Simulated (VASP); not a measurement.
A run of VASP 6.6.1:

The input INCAR:

```
PREC = Accurate ; ENCUT = 520
EDIFF = 1E-6 ; ISMEAR = 1
SIGMA = 0.05 ; LREAL = F
LASPH = T ; NELM = 100
ALGO = Normal ; ISIF = 2
LWAVE = F ; LCHARG = F
GGA = PS ; NBANDS = 50
```

File KPOINTS:

```
Automatic mesh
0
Gamma
  5 5 6
```

POSCAR

```
LaGa2Rh3
1.0
    5.6767570000      0.0000000000      0.0000000000
   -2.8383790000      4.9162160000      0.0000000000
    0.0000000000      0.0000000000      3.7687270000
La Ga Rh
1 2 3
Direct
    0.0000000000      0.0000000000      0.0000000000
    0.6666666667      0.3333333333      0.0000000000
    0.3333333333      0.6666666667      0.0000000000
    0.0000000000      0.5000000000      0.5000000000
    0.5000000000      0.5000000000      0.5000000000
    0.5000000000      0.0000000000      0.5000000000
```

Potentials or basis: VASP PAW PBE potentials, release 64 (La, Ga_d, Rh_pv).

Command:

```console
$ cat potpaw_PBE.64/La/POTCAR potpaw_PBE.64/Ga_d/POTCAR potpaw_PBE.64/Rh_pv/POTCAR > POTCAR
$ mpirun -np 1 vasp_std > vasp.out
```

Hardware: 1 thread of Intel Xeon 6975P-C, on a shared host.

Problem. How long does it take, and how much memory?

Solution. Run time: 2.2 min on 1 thread of Intel Xeon 6975P-C, with other jobs on the host, peak memory 0.28 GiB. Counts: scf iterations 16, k points 20.
